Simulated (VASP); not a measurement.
# Cr (Im-3m) in VASP: a series of runs

The runs below take Cr through single point, relaxation of cell and atoms, with PBE, RPBE+D3(BJ), RPBE.

All numbers are computed with VASP 6.6.1; they aren't measurements. Logs are shortened: lines on timing, memory, paths and dates and some standing lists are left out, and cuts for length are marked.

## (1) The cell of the first run

It takes space group Im-3m (No. 229, cubic). Conventional cell: a = 2.969 Å, b = 2.969 Å, c = 2.969 Å, α = 90.00°, β = 90.00°, γ = 90.00°. Cr (site symmetry m-3m) has 14 Cr at 2.57 to 2.97 Å within 3.4 Å.

## (2) Single point, PBE, collinear spin, ferromagnetic start

The input, INCAR:

```
SYSTEM = Cr
ALGO = Fast
EDIFF = 1E-6
ENCUT = 520
GGA = PE
ISIF = 2
ISMEAR = 0
ISPIN = 2
LASPH = .True.
LCHARG = .False.
LMAXMIX = 4
LORBIT = 11
LREAL = .False.
LWAVE = .False.
MAGMOM = 3
NBANDS = 16
NELM = 150
PREC = Accurate
SIGMA = 0.025
```

The input, KPOINTS:

```
k-points
0
Gamma
  12 12 12
  0 0 0
```

The input, POSCAR:

```
Cr
1.0
   -1.4844496776      1.4844496776      1.4844496776
    1.4844496776     -1.4844496776      1.4844496776
    1.4844496776      1.4844496776     -1.4844496776
Cr
1
Direct
    0.0000000000      0.0000000000      0.0000000000
```

Potentials or basis: VASP PAW PBE potentials, release 64 (Cr_pv).

Launch:

```
$ cat potpaw_PBE.64/Cr_pv/POTCAR > POTCAR
$ mpirun -np 1 vasp_std > vasp.out
```

OUTCAR:

```text
SYSTEM = Cr
   EDIFF = 1E-6
   ENCUT = 520
   GGA = PE
   ISIF = 2
   ISMEAR = 0
   ISPIN = 2
   LASPH = .True.
   LORBIT = 11
   LREAL = .False.
   NELM = 150
   PREC = Accurate

 ion  position               nearest neighbor table
   1  0.000  0.000  0.000-

  LATTYP: Found a body centered cubic cell.
 ALAT       =     2.9688993552

  Lattice vectors:

 A1 = (  -1.4844496776,   1.4844496776,   1.4844496776)
 A2 = (   1.4844496776,  -1.4844496776,   1.4844496776)
 A3 = (   1.4844496776,   1.4844496776,  -1.4844496776)

Analysis of symmetry for initial positions (statically):
=====================================================================
 Subroutine PRICEL returns:
 Original cell was already a primitive cell.

 Routine SETGRP: Setting up the symmetry group for a
 body centered cubic supercell.

 Subroutine GETGRP returns: Found 48 space group operations
 (whereof 48 operations were pure point group operations)
 out of a pool of 48 trial point group operations.

The static configuration has the point symmetry O_h .

Analysis of symmetry for dynamics (positions and initial velocities):
=====================================================================
 Subroutine PRICEL returns:
 Original cell was already a primitive cell.

 Routine SETGRP: Setting up the symmetry group for a
 body centered cubic supercell.

 Subroutine GETGRP returns: Found 48 space group operations
 (whereof 48 operations were pure point group operations)
 out of a pool of 48 trial point group operations.

The dynamic configuration has the point symmetry O_h .

Analysis of structural, dynamic, and magnetic symmetry:
=====================================================================
 Subroutine PRICEL returns:
 Original cell was already a primitive cell.

 Routine SETGRP: Setting up the symmetry group for a
 body centered cubic supercell.

 Subroutine GETGRP returns: Found 48 space group operations
 (whereof 48 operations were pure point group operations)
 out of a pool of 48 trial point group operations.

The overall configuration has the point symmetry O_h .

 Subroutine INISYM returns: Found 48 space group operations
 (whereof 48 operations are pure point group operations),
 and found     1 'primitive' translations

----------------------------------------------------------------------------------------

                                     Primitive cell

  volume of cell :      13.0845

  direct lattice vectors                    reciprocal lattice vectors
    -1.484449678  1.484449678  1.484449678     0.000000000  0.336825160  0.336825160
     1.484449678 -1.484449678  1.484449678     0.336825160  0.000000000  0.336825160
     1.484449678  1.484449678 -1.484449678     0.336825160  0.336825160  0.000000000

  length of vectors
     2.571142263  2.571142263  2.571142263     0.476342709  0.476342709  0.476342709

  position of ions in fractional coordinates (direct lattice)
     0.000000000  0.000000000  0.000000000

  ion indices of the primitive-cell ions
   primitive index   ion index
                 1           1

----------------------------------------------------------------------------------------

 KPOINTS: k-points

Automatic generation of k-mesh.
 Grid dimensions read from file:
 generate k-points for:   12   12   12

 Generating k-lattice:

  Cartesian coordinates                     Fractional coordinates (reciprocal lattice)
     0.000000000  0.028068763  0.028068763     0.083333333  0.000000000  0.000000000
     0.028068763  0.000000000  0.028068763     0.000000000  0.083333333  0.000000000
     0.028068763  0.028068763  0.000000000     0.000000000  0.000000000  0.083333333

  Length of vectors
     0.039695226  0.039695226  0.039695226

  Shift w.r.t. Gamma in fractional coordinates (k-lattice)
     0.000000000  0.000000000  0.000000000

 Subroutine IBZKPT returns following result:
 ===========================================

 Found     72 irreducible k-points:

 Following reciprocal coordinates:
            Coordinates               Weight
  0.000000  0.000000  0.000000      1.000000
  0.083333  0.000000  0.000000     12.000000
  0.166667  0.000000  0.000000     12.000000
  0.250000  0.000000  0.000000     12.000000
  0.333333  0.000000  0.000000     12.000000
  0.416667  0.000000  0.000000     12.000000
[... 16 lines left out ...]
  0.333333  0.083333  0.083333     24.000000
  0.416667  0.083333  0.083333     12.000000
 [... further k-points ...]
   k-points           NKPTS =     72   k-points in BZ     NKDIM =     72   number of bands    NBANDS=     16
   number of dos      NEDOS =    301   number of ions     NIONS =      1
   total plane-waves  NPLWV =   8000
   dimension x,y,z NGX =    20 NGY =   20 NGZ =   20
   dimension x,y,z NGXF=    40 NGYF=   40 NGZF=   40
   ions per type =               1
   NGX,Y,Z   is equivalent  to a cutoff of  12.93, 12.93, 12.93 a.u.
   NGXF,Y,Z  is equivalent  to a cutoff of  25.86, 25.86, 25.86 a.u.
 SYSTEM =  Cr
[... 73 lines left out ...]
      3     -33.5545      1.00000
      4       1.9051      1.00000
      5       8.5446      1.00000
      6       8.5446      1.00000
[... 8 lines left out ...]
     15      36.9897      0.00000
     16      40.5601      0.00000

 k-point     2 :       0.0833    0.0000    0.0000
  band No.  band energies     occupation
      1     -33.5969      1.00000
      2     -33.5679      1.00000
      3     -33.5546      1.00000
      4       2.1773      1.00000
      5       8.4483      1.00000
      6       8.5264      1.00000
[... 8 lines left out ...]
     15      37.3936      0.00000
     16      37.9350      0.00000

 k-point     3 :       0.1667    0.0000    0.0000
  band No.  band energies     occupation
      1     -33.7119      1.00000
      2     -33.6045      1.00000
      3     -33.5550      1.00000
      4       2.9485      1.00000
      5       8.1930      1.00000
      6       8.4224      1.00000
[... 8 lines left out ...]
     15      35.8359      0.00000
     16      36.0885      0.00000
[... 362 lines left out ...]
 k-point    23 :       0.3333    0.0833    0.0833
  band No.  band energies     occupation
      1     -34.0983      1.00000
      2     -33.7586      1.00000
      3     -33.5951      1.00000
      4       5.8393      1.00000
      5       7.2420      1.00000
      6       8.5885      1.00000
[... 8 lines left out ...]
     15      38.3330      0.00000
     16      40.2011      0.00000

 k-point    24 :       0.4167    0.0833    0.0833
  band No.  band energies     occupation
      1     -34.1249      1.00000
      2     -33.7786      1.00000
      3     -33.5960      1.00000
      4       5.8603      1.00000
      5       7.1754      1.00000
      6       9.0520      1.00000
[... 8 lines left out ...]
     15      38.4272      0.00000
     16      39.7916      0.00000

 [... further k-points ...]

 spin component 2

 k-point     1 :       0.0000    0.0000    0.0000
  band No.  band energies     occupation
      1     -33.5543      1.00000
      2     -33.5543      1.00000
      3     -33.5543      1.00000
      4       1.9050      1.00000
      5       8.5447      1.00000
      6       8.5447      1.00000
[... 8 lines left out ...]
     15      36.9895      0.00000
     16      41.0430      0.00000

 k-point     2 :       0.0833    0.0000    0.0000
  band No.  band energies     occupation
      1     -33.5967      1.00000
      2     -33.5677      1.00000
      3     -33.5544      1.00000
      4       2.1772      1.00000
      5       8.4484      1.00000
      6       8.5265      1.00000
[... 8 lines left out ...]
     15      37.4046      0.00000
     16      37.9351      0.00000

 k-point     3 :       0.1667    0.0000    0.0000
  band No.  band energies     occupation
      1     -33.7117      1.00000
      2     -33.6043      1.00000
      3     -33.5548      1.00000
      4       2.9484      1.00000
      5       8.1931      1.00000
      6       8.4225      1.00000
[... 8 lines left out ...]
     15      35.8358      0.00000
     16      36.0882      0.00000
[... 362 lines left out ...]
 k-point    23 :       0.3333    0.0833    0.0833
  band No.  band energies     occupation
      1     -34.0981      1.00000
      2     -33.7584      1.00000
      3     -33.5949      1.00000
      4       5.8393      1.00000
      5       7.2421      1.00000
      6       8.5885      1.00000
[... 8 lines left out ...]
     15      38.3329      0.00000
     16      40.2009      0.00000

 k-point    24 :       0.4167    0.0833    0.0833
  band No.  band energies     occupation
      1     -34.1248      1.00000
      2     -33.7784      1.00000
      3     -33.5959      1.00000
      4       5.8603      1.00000
      5       7.1754      1.00000
      6       9.0520      1.00000
[... 8 lines left out ...]
     15      38.4271      0.00000
     16      39.7914      0.00000

 [... further k-points ...]

------------------------ aborting loop because EDIFF is reached ----------------------------------------

  FORCE on cell =-STRESS in cart. coord.  units (eV):
  Direction    XX          YY          ZZ          XY          YZ          ZX
  --------------------------------------------------------------------------------------
  -------------------------------------------------------------------------------------
  Total       -2.0584318     -2.0584318     -2.0584318      0.0000000     -0.0000000      0.0000000
  in kB     -252.0522839   -252.0522839   -252.0522839      0.0000000     -0.0000000      0.0000000
  external PRESSURE =    -252.0522839 kB  Pullay stress =       0.0000000 kB

 VOLUME and BASIS-vectors are now :
 -----------------------------------------------------------------------------
  energy-cutoff  :      520.00
  volume of cell :       13.08
      direct lattice vectors                 reciprocal lattice vectors
    -1.484449678  1.484449678  1.484449678     0.000000000  0.336825160  0.336825160
     1.484449678 -1.484449678  1.484449678     0.336825160  0.000000000  0.336825160
     1.484449678  1.484449678 -1.484449678     0.336825160  0.336825160  0.000000000

 POSITION                                       TOTAL-FORCE (eV/Angst)
 -----------------------------------------------------------------------------------
      0.00000      0.00000      0.00000        -0.000000     -0.000000     -0.000000
 -----------------------------------------------------------------------------------
    total drift:                                0.000000      0.000000      0.000000

  FREE ENERGIE OF THE ION-ELECTRON SYSTEM (eV)
  ---------------------------------------------------
  free  energy   TOTEN  =        -9.3820371124 eV

  energy  without entropy=       -9.3818336331  energy(sigma->0) =       -9.38193537

 total charge

# of ion       s       p       d       tot
------------------------------------------
    1        0.396   6.325   4.095  10.817

 magnetization (x)

# of ion       s       p       d       tot
------------------------------------------
    1       -0.000  -0.000   0.000   0.000
```

Run time: 45 s. Hardware: 1 thread of Intel Xeon 8259CL, shared host; peak memory 0.15 GiB.

Results:

| Quantity | Value |
| --- | --- |
| Free energy | -9.3820 eV |
| Pressure | -25.2 GPa |
| Band gap on the k mesh | zero (filled and empty bands overlap) |
| Net moment | 0.00 μB per cell |
| Valence electrons inside the program's atomic spheres | Cr 10.82 |

Caveat: the cell stands under tension.

## (3) Single point, PBE, collinear spin, ferromagnetic start

The input, INCAR:

```
SYSTEM = Cr
  PREC = Accurate
  ENCUT = 520
  EDIFF = 1E-6
  ISMEAR = 0
  SIGMA = 0.028000000000000004
  LREAL = .False.
  LASPH = .True.
  NELM = 150
  ALGO = Fast
  ISIF = 2
  LWAVE = .False.
  LCHARG = .False.
  ISPIN = 2
  MAGMOM = 3
  LORBIT = 11
  LMAXMIX = 4
  GGA = PE
  NBANDS = 16
```

The input, KPOINTS:

```
Automatic mesh
0
Gamma
  12 12 12
  0 0 0
```

POSCAR is that of step 2.

Potentials or basis: VASP PAW PBE potentials, release 64 (Cr_pv).

Launch:

```
$ cat potpaw_PBE.64/Cr_pv/POTCAR > POTCAR
$ mpirun -np 1 vasp_std > vasp.out
```

Wall time 37 s (1 thread of Intel Xeon 8259CL, shared host); peak memory 0.15 GiB.

The run converged. Its results:

| Quantity | Value |
| --- | --- |
| Free energy | -9.3821 eV |
| Pressure | -25.2 GPa |
| Band gap on the k mesh | zero (filled and empty bands overlap) |
| Net moment | 0.00 μB per cell |
| Valence electrons inside the program's atomic spheres | Cr 10.82 |

Levels at points of the mesh, in eV from the Fermi level:
Spin up:
```
           k point  band 4  band 5  band 6  band 7  band 8  band 9
(0.00, 0.00, 0.00)   -7.36   -0.72   -0.72   -0.72    1.02    1.02
(0.50, 0.00, 0.00)   -3.81   -2.02    0.89    1.00    1.29    2.42
(0.50, 0.50, 0.50)   -3.56   -3.56    2.09    2.09    2.09    7.11
```
Spin down:
```tsv
k point	band 3	band 4	band 5	band 6	band 7	band 8	band 9	band 10
(0.00, 0.00, 0.00)	-42.82	-7.36	-0.72	-0.72	-0.72	1.02	1.02	7.11
(0.50, 0.00, 0.00)	-42.83	-3.81	-2.02	0.89	1.00	1.29	2.42	7.10
(0.50, 0.50, 0.50)	-43.25	-3.56	-3.56	2.09	2.09	2.09	7.11	9.57
```

Caveat: the cell stands under tension.

## (4) Relaxation of cell and atoms, RPBE+D3(BJ), collinear spin, ferromagnetic start

The input, INCAR:

```
SYSTEM = Cr
  ALGO = Normal
  EDIFF = 1E-7
  EDIFFG = -0.02
  ENCUT = 600
  GGA = RP
  IBRION = 2
  ISIF = 3
  ISMEAR = -1
  ISPIN = 2
  IVDW = 12
  LASPH = .TRUE.
  LCHARG = .FALSE.
  LMAXMIX = 4
  LORBIT = 11
  LREAL = .FALSE.
  LWAVE = .FALSE.
  MAGMOM = 3
  NELM = 150
  NSW = 80
  PREC = Accurate
  SIGMA = 0.05
```

The input, KPOINTS:

```
k-points
0
G
  12 12 12
  0 0 0
```

POSCAR is that of step 3.

Launch:

```
$ cat potpaw_PBE.64/Cr_pv/POTCAR > POTCAR
$ mpirun -np 1 vasp_std > vasp.out
```

Wall time 2.8 min (1 thread of Intel Xeon 8259CL, shared host); peak memory 0.19 GiB.

It converged, with:

* Free energy: -11.7179 eV
* Relaxed volume: 10.29 Å³/atom
* Relaxed cell: a = 2.373 Å, b = 2.373 Å, c = 2.373 Å, α = 109.47°, β = 109.47°, γ = 109.47°
* Space group after relaxing (to 0.1 Å): Im-3m (No. 229)
* Pressure after relaxing: 0.1 GPa
* Band gap on the k mesh: zero (filled and empty bands overlap)
* Net moment: 0.00 μB per cell
* Valence electrons inside the program's atomic spheres: Cr 11.35
* Dispersion energy per atom: -2.899 eV

Final structure:
```cif
data_structure
_symmetry_space_group_name_H-M 'P 1'
_symmetry_Int_Tables_number 1
_cell_length_a 2.3730
_cell_length_b 2.3730
_cell_length_c 2.3730
_cell_angle_alpha 109.471
_cell_angle_beta 109.471
_cell_angle_gamma 109.471
_cell_volume 10.29
loop_
_atom_site_label
_atom_site_type_symbol
_atom_site_fract_x
_atom_site_fract_y
_atom_site_fract_z
_atom_site_occupancy
Cr1 Cr 0.00000 0.00000 0.00000 1
```

Levels at points of the mesh, in eV from the Fermi level:
Spin up:
```tsv
k point	band 3	band 4	band 5	band 6	band 7	band 8	band 9	band 10
(0.00, 0.00, 0.00)	-42.60	-8.26	-1.06	-1.06	-1.06	1.34	1.34	7.26
(0.50, 0.00, 0.00)	-42.61	-5.04	-2.88	1.37	1.45	1.76	3.35	7.25
(0.50, 0.50, 0.50)	-43.48	-5.08	-5.08	2.88	2.88	2.88	7.25	11.74
```
Spin down:
| k point | band 2 | band 3 | band 4 | band 5 | band 6 | band 7 | band 8 | band 9 | band 10 | band 11 |
| --- | --- | --- | --- | --- | --- | --- | --- | --- | --- | --- |
| (0.00, 0.00, 0.00) | -42.60 | -42.60 | -8.26 | -1.06 | -1.06 | -1.06 | 1.34 | 1.34 | 7.26 | 23.19 |
| (0.50, 0.00, 0.00) | -43.00 | -42.61 | -5.04 | -2.88 | 1.37 | 1.45 | 1.76 | 3.35 | 7.25 | 11.42 |
| (0.50, 0.50, 0.50) | -43.48 | -43.48 | -5.08 | -5.08 | 2.88 | 2.88 | 2.88 | 7.25 | 11.74 | 11.74 |

Caveat: the volume moved by over 15 % at a fixed basis, so the end points are rough; the PAW data sets were made with another functional, which shifts forces and pressure a little.

## (5) Relaxation of cell and atoms, RPBE, collinear spin, ferromagnetic start

The input, INCAR:

```
PREC = Accurate
ENCUT = 600
EDIFF = 1E-6
ISMEAR = -1
SIGMA = 0.05
LREAL = F
LASPH = T
NELM = 150
ALGO = Normal
ISIF = 3
LWAVE = F
LCHARG = F
ISPIN = 2
MAGMOM = 3
LORBIT = 11
LMAXMIX = 4
GGA = RP
IBRION = 2
NSW = 80
EDIFFG = -0.01
```

The input, KPOINTS:

```
regular mesh
0
Gamma
  12 12 12
```

POSCAR is that of step 4.

Launch:

```
$ cat potpaw_PBE.64/Cr_pv/POTCAR > POTCAR
$ mpirun -np 1 vasp_std > vasp.out
```

Run time: 2.7 min. Hardware: 1 thread of Intel Xeon 8259CL, shared host; peak memory 0.18 GiB.

Results (log left out):

```
Free energy                                           : -8.9937 eV
Relaxed volume                                        : 11.75 Å³/atom
Relaxed cell                                          : a = 2.480 Å, b = 2.480 Å, c = 2.480 Å, α = 109.47°, β = 109.47°, γ = 109.47°
Space group after relaxing (to 0.1 Å)                 : Im-3m (No. 229)
Energy gained by relaxing                             : 94.8 meV/atom
Ionic steps                                           : 7
Pressure after relaxing                               : 0.0 GPa
Band gap on the k mesh                                : zero (filled and empty bands overlap)
Net moment                                            : 0.00 μB per cell
Valence electrons inside the program's atomic spheres : Cr 11.03
```

Step by step:
```csv
step,energy change (eV),largest force (eV/Å),pressure (GPa),volume (Å³)
1,0.0000,0.0000,-20.64,13.08
2,0.1208,0.0000,49.09,10.15
3,-0.0947,0.0000,-0.94,11.80
4,-0.0948,0.0000,-0.21,11.76
5,-0.0948,0.0000,0.32,11.73
6,-0.0948,0.0000,-0.38,11.77
7,-0.0948,0.0000,0.02,11.75
```

Final structure:
```xyz
1
Lattice="-1.4321 1.4321 1.4321 1.4321 -1.4321 1.4321 1.4321 1.4321 -1.4321" Properties=species:S:1:pos:R:3 pbc="T T T"
Cr    0.0000    0.0000    0.0000
```

Levels at points of the mesh, in eV from the Fermi level:
Spin up:
```tsv
k point	band 2	band 3	band 4	band 5	band 6	band 7	band 8	band 9	band 10	band 11
(0.00, 0.00, 0.00)	-42.78	-42.78	-7.79	-0.86	-0.86	-0.86	1.17	1.17	7.19	22.16
(0.50, 0.00, 0.00)	-43.06	-42.79	-4.32	-2.37	1.07	1.16	1.50	2.79	7.18	9.76
(0.50, 0.50, 0.50)	-43.38	-43.38	-4.17	-4.17	2.41	2.41	2.41	7.19	10.48	10.48
```
Spin down:
| k point | band 2 | band 3 | band 4 | band 5 | band 6 | band 7 | band 8 | band 9 | band 10 | band 11 |
| --- | --- | --- | --- | --- | --- | --- | --- | --- | --- | --- |
| (0.00, 0.00, 0.00) | -42.78 | -42.78 | -7.79 | -0.86 | -0.86 | -0.86 | 1.17 | 1.17 | 7.19 | 22.16 |
| (0.50, 0.00, 0.00) | -43.06 | -42.79 | -4.32 | -2.37 | 1.07 | 1.16 | 1.50 | 2.79 | 7.18 | 9.76 |
| (0.50, 0.50, 0.50) | -43.38 | -43.38 | -4.17 | -4.17 | 2.41 | 2.41 | 2.41 | 7.19 | 10.48 | 10.48 |

Caveat: the PAW data sets were made with another functional, which shifts forces and pressure a little.
